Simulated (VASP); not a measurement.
# Ir (C2/m) in VASP: single point with PBE

Aim: the single point of Ir with PBE.

All numbers are computed with VASP 6.6.1; they aren't measurements. Logs are shortened: lines on timing, memory, paths and dates and some standing lists are left out, and cuts for length are marked.

### 1 The cell of the first run

The structure is monoclinic, space group C2/m (No. 12). The conventional cell has a = 9.525 Å, b = 6.732 Å, c = 4.435 Å, α = 90.00°, β = 116.30°, γ = 90.00°. Ir (site symmetry m) has 1 Ir at 1.43 Å within 1.9 Å. Ir (site symmetry m) has 1 Ir at 1.43 Å within 1.9 Å. Within 1.9 Å of Ir (site symmetry 1) lie 1 Ir at 1.44 Å.

### 2 Single point, PBE

INCAR

```
  PREC = Accurate
  ENCUT = 520
  EDIFF = 1E-6
  ISMEAR = 0
  SIGMA = 0.1
  LREAL = False
  LASPH = True
  NELM = 100
  ALGO = Normal
  ISIF = 2
  LWAVE = False
  LCHARG = False
  GGA = PE
  NBANDS = 46
```

KPOINTS

```
regular mesh
0
Gamma
  4 4 4
```

POSCAR

```
Ir
1.0
    4.7622747297     -3.3658586640      0.0000000000
    4.7622747297      3.3658586640      0.0000000000
   -1.9649492099      0.0000000000      3.9757644435
Ir
8
Direct
    0.8260000000      0.8260000000      0.1740000000
    0.1740000000      0.1740000000      0.8260000000
    0.2480000000      0.2480000000      0.1860000000
    0.7520000000      0.7520000000      0.8140000000
    0.7691000000      0.3029000000      0.1810000000
    0.6971000000      0.2309000000      0.8190000000
    0.2309000000      0.6971000000      0.8190000000
    0.3029000000      0.7691000000      0.1810000000
```

Potentials or basis: VASP PAW PBE potentials, release 64 (Ir).

Started as:

```sh
$ cat potpaw_PBE.64/Ir/POTCAR > POTCAR
$ mpirun -np 1 vasp_std > vasp.out
```

OUTCAR:

```text
PREC = Accurate
   ENCUT = 520
   EDIFF = 1E-6
   ISMEAR = 0
   LREAL = False
   LASPH = True
   NELM = 100
   ISIF = 2
   GGA = PE

 ion  position               nearest neighbor table
   1  0.826  0.826  0.174-   4 1.43   5 2.68   8 2.68   7 3.04   6 3.04   7 3.13   6 3.13   5 3.19
                             8 3.19   4 3.21   2 3.29
   2  0.174  0.174  0.826-   3 1.43   6 2.68   7 2.68   5 3.04   8 3.04   5 3.13   8 3.13   7 3.19
                             6 3.19   3 3.21   1 3.29
   3  0.248  0.248  0.186-   2 1.43   5 2.70   8 2.70   7 3.05   6 3.05   7 3.08   6 3.08   8 3.17
                             5 3.17   2 3.21
   4  0.752  0.752  0.814-   1 1.43   6 2.70   7 2.70   5 3.05   8 3.05   5 3.08   8 3.08   6 3.17
                             7 3.17   1 3.21
   5  0.769  0.303  0.181-   6 1.44   1 2.68   3 2.70   2 3.04   4 3.05   4 3.08   2 3.13   8 3.14
                             3 3.17   1 3.19   6 3.19
   6  0.697  0.231  0.819-   5 1.44   2 2.68   4 2.70   1 3.04   3 3.05   3 3.08   1 3.13   7 3.14
                             4 3.17   2 3.19   5 3.19
   7  0.231  0.697  0.819-   8 1.44   2 2.68   4 2.70   1 3.04   3 3.05   3 3.08   1 3.13   6 3.14
                             4 3.17   2 3.19   8 3.19
   8  0.303  0.769  0.181-   7 1.44   1 2.68   3 2.70   2 3.04   4 3.05   4 3.08   2 3.13   5 3.14
                             3 3.17   1 3.19   7 3.19

 -----------------------------------------------------------------------------
|                                                                             |
|           W    W    AA    RRRRR   N    N  II  N    N   GGGG   !!!           |
|           W    W   A  A   R    R  NN   N  II  NN   N  G    G  !!!           |
|           W    W  A    A  R    R  N N  N  II  N N  N  G       !!!           |
|           W WW W  AAAAAA  RRRRR   N  N N  II  N  N N  G  GGG   !            |
|           WW  WW  A    A  R   R   N   NN  II  N   NN  G    G                |
|           W    W  A    A  R    R  N    N  II  N    N   GGGG   !!!           |
|                                                                             |
|     The distance between some ions is very small. Please check the          |
|     nearest-neighbor list in the OUTCAR file.                               |
|     I HOPE YOU KNOW WHAT YOU ARE DOING!                                     |
|                                                                             |
 -----------------------------------------------------------------------------

  LATTYP: Found a base centered monoclinic cell.
 ALAT       =     9.5245494594
 B/A-ratio  =     0.7067754078
 C/A-ratio  =     0.4656211067
 COS(beta)  =    -0.4430719219

  Lattice vectors:

 A1 = (   4.7622747297,  -3.3658586640,   0.0000000000)
 A2 = (   4.7622747297,   3.3658586640,   0.0000000000)
 A3 = (  -1.9649492099,   0.0000000000,   3.9757644435)

Analysis of symmetry for initial positions (statically):
=====================================================================
 Subroutine PRICEL returns:
 Original cell was already a primitive cell.

 Routine SETGRP: Setting up the symmetry group for a
 base centered monoclinic supercell.

 Subroutine GETGRP returns: Found  4 space group operations
 (whereof  4 operations were pure point group operations)
 out of a pool of  4 trial point group operations.

The static configuration has the point symmetry C_2h.

Analysis of symmetry for dynamics (positions and initial velocities):
=====================================================================
 Subroutine PRICEL returns:
 Original cell was already a primitive cell.

 Routine SETGRP: Setting up the symmetry group for a
 base centered monoclinic supercell.

 Subroutine GETGRP returns: Found  4 space group operations
 (whereof  4 operations were pure point group operations)
 out of a pool of  4 trial point group operations.

The dynamic configuration has the point symmetry C_2h.

 Subroutine INISYM returns: Found  4 space group operations
 (whereof  4 operations are pure point group operations),
 and found     1 'primitive' translations

----------------------------------------------------------------------------------------

                                     Primitive cell

  volume of cell :     127.4562

  direct lattice vectors                    reciprocal lattice vectors
     4.762274730 -3.365858664  0.000000000     0.104991843 -0.148550504  0.051890307
     4.762274730  3.365858664  0.000000000     0.104991843  0.148550504  0.051890307
    -1.964949210  0.000000000  3.975764444     0.000000000  0.000000000  0.251523956

  length of vectors
     5.831660582  5.831660582  4.434831260     0.189164329  0.189164329  0.251523956

  position of ions in fractional coordinates (direct lattice)
     0.826000000  0.826000000  0.174000000
     0.174000000  0.174000000  0.826000000
     0.248000000  0.248000000  0.186000000
     0.752000000  0.752000000  0.814000000
     0.769100000  0.302900000  0.181000000
     0.697100000  0.230900000  0.819000000
     0.230900000  0.697100000  0.819000000
     0.302900000  0.769100000  0.181000000

  ion indices of the primitive-cell ions
   primitive index   ion index
                 1           1
                 2           2
                 3           3
                 4           4
                 5           5
                 6           6
                 7           7
                 8           8

----------------------------------------------------------------------------------------

 KPOINTS: regular mesh

Automatic generation of k-mesh.
 Grid dimensions read from file:
 generate k-points for:    4    4    4

 Generating k-lattice:

  Cartesian coordinates                     Fractional coordinates (reciprocal lattice)
     0.026247961 -0.037137626  0.012972577     0.250000000 -0.000000000  0.000000000
     0.026247961  0.037137626  0.012972577    -0.000000000  0.250000000  0.000000000
     0.000000000  0.000000000  0.062880989     0.000000000  0.000000000  0.250000000

  Length of vectors
     0.047291082  0.047291082  0.062880989

  Shift w.r.t. Gamma in fractional coordinates (k-lattice)
     0.000000000  0.000000000  0.000000000

 Subroutine IBZKPT returns following result:
 ===========================================

 Found     24 irreducible k-points:

 Following reciprocal coordinates:
            Coordinates               Weight
  0.000000  0.000000  0.000000      1.000000
  0.250000  0.000000 -0.000000      4.000000
  0.500000  0.000000 -0.000000      2.000000
  0.250000  0.250000 -0.000000      2.000000
  0.500000  0.250000  0.000000      4.000000
 -0.250000  0.250000  0.000000      2.000000
[... 16 lines left out ...]
 -0.250000  0.250000  0.500000      2.000000
  0.500000  0.500000  0.500000      1.000000
   k-points           NKPTS =     24   k-points in BZ     NKDIM =     24   number of bands    NBANDS=     46
   number of dos      NEDOS =    301   number of ions     NIONS =      8
   total plane-waves  NPLWV =  82944
   dimension x,y,z NGX =    48 NGY =   48 NGZ =   36
   dimension x,y,z NGXF=    96 NGYF=   96 NGZF=   72
   ions per type =               8
   NGX,Y,Z   is equivalent  to a cutoff of  13.68, 13.68, 13.50 a.u.
   NGXF,Y,Z  is equivalent  to a cutoff of  27.37, 27.37, 26.99 a.u.
 SYSTEM =  unknown system
   PREC   = accura    normal or accurate (medium, high low for compatibility)
   ISTART =      0    job   : 0-new  1-cont  2-samecut
   ICHARG =      2    charge: 1-file 2-atom 10-const
   ISPIN  =      1    spin polarized calculation?
   LNONCOLLINEAR =      F non collinear calculations
   LSORBIT =      F    spin-orbit coupling
   LASPH  =      T    aspherical Exc in radial PAW
   ENCUT  =  520.0 eV  38.22 Ry    6.18 a.u.  10.84 10.84  8.25*2*pi/ulx,y,z
   NELM   =    100;   NELMIN=  2; NELMDL= -5     # of ELM steps
   EDIFF  = 0.1E-05   stopping-criterion for ELM
   LREAL  =      F    real-space projection
   EDIFFG = 0.1E-04   stopping-criterion for IOM
   NSW    =      0    number of steps for IOM
   IBRION =     -1    ionic relax: 0-MD 1-quasi-New 2-CG
   NFREE  =      0    steps in history (QN), initial steepest desc. (CG)
   ISIF   =      2    stress and relaxation
   ISYM   =      2    0-nonsym 1-usesym 2-fastsym
   POTIM  = 0.5000    time-step for ionic-motion
   TEBEG  =    0.0;   TEEND  =   0.0 temperature during run
   PSTRESS=    0.0 pullay stress
   NELECT =      72.0000    total number of electrons
   NUPDOWN=      -1.0000    fix difference up-down
   EMIN   =  10.00;   EMAX   =-10.00  energy-range for DOS
   EFERMI =   0.00;   METHOD = LEGACY
   ISMEAR =     0;   SIGMA  =   0.10  broadening in eV -4-tet -1-fermi 0-gaus
   EFERMI_NEDOS =   21; number of points for ismear=-14 and -15
   IALGO  =     38    algorithm
   IMIX   =      4    mixing-type and parameters
     AMIX     =   0.40;   BMIX     =  1.00
     AMIX_MAG =   1.60;   BMIX_MAG =  1.00
  volume/ion in A,a.u.               =      15.93       107.51
  Fermi-wavevector in a.u.,A,eV,Ry     =   1.353314  2.557393 24.918521  1.831460
  Thomas-Fermi vector in A             =   2.480580
   LORBIT       =      0    0 simple, 1 ext, 2 COOP (PROOUT), +10 PAW based schemes
   GGA     = PE    functional components
   LHFCALC =     F    Hartree Fock is set to
   AEXX    =    0.0000 exact exchange contribution
   IVDW    =     0    specifies the selected vdW correction
   LEPSILON=     F    determine dielectric tensor
   LRPA    =     F    only Hartree local field effects (RPA)
 non-spin polarized calculation
 Gauss-broadening in eV      SIGMA  =   0.10
  energy-cutoff  :      520.00
  volume of cell :      127.46
 maximum number of plane-waves:      3462
 NGX is ok and might be reduce to    48
   NGX = 21   NGY = 21   NGZ = 17

 number of electron      72.0000003 magnetization

 Free energy of the ion-electron system (eV)
  ---------------------------------------------------
  ext. energy  EPLUGINS =         0.00000000
  ---------------------------------------------------
  free energy    TOTEN  =        39.39196472 eV

  energy without entropy =       39.42856592  energy(sigma->0) =       39.41026532

 E-fermi :   9.3760     XC(G=0): -12.7184

 val. band max:        9.3614212305   @ k =   0.5000   0.0000   0.5000
 cond. band min:       9.3805754963   @ k =   0.2500   0.0000   0.5000
 fundamental gap:      0.0191542657
 Fermi energy:         9.3760383720

 k-point     1 :       0.0000    0.0000    0.0000
  band No.  band energies     occupation
      1      -3.1562      2.00000
      2      -2.9730      2.00000
      3      -2.7467      2.00000
      4      -2.7183      2.00000
      5      -2.5981      2.00000
      6      -1.4918      2.00000
[... 38 lines left out ...]
     45      12.2945      0.00000
     46      12.3205      0.00000

 k-point     2 :       0.2500    0.0000   -0.0000
  band No.  band energies     occupation
      1      -3.0640      2.00000
      2      -2.8985      2.00000
      3      -2.7457      2.00000
      4      -2.5435      2.00000
      5      -2.5326      2.00000
      6      -1.6606      2.00000
[... 38 lines left out ...]
     45      12.3295      0.00000
     46      13.4821      0.00000

 k-point     3 :       0.5000    0.0000   -0.0000
  band No.  band energies     occupation
      1      -2.9407      2.00000
      2      -2.8698      2.00000
      3      -2.7428      2.00000
      4      -2.4343      2.00000
      5      -2.2792      2.00000
      6      -1.8617      2.00000
[... 1018 lines left out ...]
     45      12.4633      0.00000
     46      13.1336      0.00000

 k-point    24 :       0.5000    0.5000    0.5000
  band No.  band energies     occupation
      1      -2.9036      2.00000
      2      -2.7775      2.00000
      3      -2.7278      2.00000
      4      -2.3874      2.00000
      5      -2.1629      2.00000
      6      -2.0177      2.00000
[... 38 lines left out ...]
     45      13.0988      0.00000
     46      13.2699      0.00000

------------------------ aborting loop because EDIFF is reached ----------------------------------------

  FORCE on cell =-STRESS in cart. coord.  units (eV):
  Direction    XX          YY          ZZ          XY          YZ          ZX
  --------------------------------------------------------------------------------------
  -------------------------------------------------------------------------------------
  Total        3.5667571     11.4383815    507.8040501      0.0000000      0.0000000     -4.1244290
  in kB       44.8356179    143.7852036   6383.3077129      0.0000000      0.0000000    -51.8457853
  external PRESSURE =    2190.6428448 kB  Pullay stress =       0.0000000 kB

 VOLUME and BASIS-vectors are now :
 -----------------------------------------------------------------------------
  energy-cutoff  :      520.00
  volume of cell :      127.46
      direct lattice vectors                 reciprocal lattice vectors
     4.762274730 -3.365858664  0.000000000     0.104991843 -0.148550504  0.051890307
     4.762274730  3.365858664  0.000000000     0.104991843  0.148550504  0.051890307
    -1.964949210  0.000000000  3.975764444     0.000000000  0.000000000  0.251523956

 POSITION                                       TOTAL-FORCE (eV/Angst)
 -----------------------------------------------------------------------------------
      7.52538      0.00000      0.69178        -2.309562      0.000000     91.022050
      0.03422      0.00000      3.28398         2.309562      0.000000    -91.022050
      1.99661      0.00000      0.73949         1.983443      0.000000     90.626686
      5.56299      0.00000      3.23627        -1.983443      0.000000    -90.626686
      4.74950     -1.56916      0.71961        -1.361182      1.993856     88.497646
      2.81010     -1.56916      3.25615         1.361182      1.993856    -88.497646
      2.81010      1.56916      3.25615         1.361182     -1.993856    -88.497646
      4.74950      1.56916      0.71961        -1.361182     -1.993856     88.497646
 -----------------------------------------------------------------------------------
    total drift:                               -0.000000     -0.000000      0.000000

  FREE ENERGIE OF THE ION-ELECTRON SYSTEM (eV)
  ---------------------------------------------------
  free  energy   TOTEN  =        39.3919647189 eV

  energy  without entropy=       39.4285659228  energy(sigma->0) =       39.41026532
```

Run time: 2.6 min. Hardware: 1 thread of Intel Xeon Platinum 8259CL at 2.50GHz (Skylake/Cascade Lake), shared host; peak memory 0.31 GiB.

Results:

```
Free energy            : 39.3920 eV
Pressure               : 219.1 GPa
Largest force          : 91.051 eV/Å
Band gap on the k mesh : zero (band 36 reaches 9.80 eV, above the bottom of band 37 at 8.94 eV)
```

Forces on the atoms (eV/Å):
```
Ir   -2.310   0.000  91.022
Ir    2.310   0.000 -91.022
Ir    1.983   0.000  90.627
Ir   -1.983   0.000 -90.627
Ir   -1.361   1.994  88.498
Ir    1.361   1.994 -88.498
Ir    1.361  -1.994 -88.498
Ir   -1.361  -1.994  88.498
```

Stress tensor (GPa, compression positive):
```
  4.48   0.00  -5.18
  0.00  14.38   0.00
 -5.18   0.00 638.33
```

Caveat: the k points lie up to 0.40 Å⁻¹ apart; spin-orbit coupling is left out, which moves the levels of the heavy elements; forces of over 1 eV/Å act on the atoms, so gaps and moduli don't describe the material at rest.
